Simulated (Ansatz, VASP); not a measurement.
## Si: VASP beside Ansatz

```
CELL_PARAMETERS angstrom
-2.56108 2.56108 1.43561
2.56108 -2.56108 1.43561
2.56108 2.56108 -1.43561
ATOMIC_POSITIONS crystal
Si 0.25000 0.75000 0.50000
Si 0.50000 0.50000 0.00000
```

Change from the starting cell: strain +0.080 along x and y, +0.080 along z, atoms carried along.

Alike in both runs: task single point; functional r2SCAN; k mesh 20 × 20 × 20; occupations gaussian, width 0.15 eV; no spin polarisation.

|  | VASP | Ansatz |
| --- | --- | --- |
| version | VASP 6.6.1 | Ansatz 0.2.0 |
| potentials or method | VASP PAW PBE potentials, release 64 (Si), cutoff 520 eV | scalar-relativistic, plane waves, PAW |
| valence electrons in the cell | 8 | 8 |

```tsv
	VASP	Ansatz	Ansatz less VASP
gap on the k mesh at the Fermi level (eV)	none	none	-
pressure (GPa)	-14.4	-14.4	+0.05
traceless stress, the component that is largest in VASP (GPa)	1.53	1.50	-0.031
```

VASP's potentials were made for PBE, not for r2SCAN. A gap of «none» marks a metal or a gap that the smearing closes.
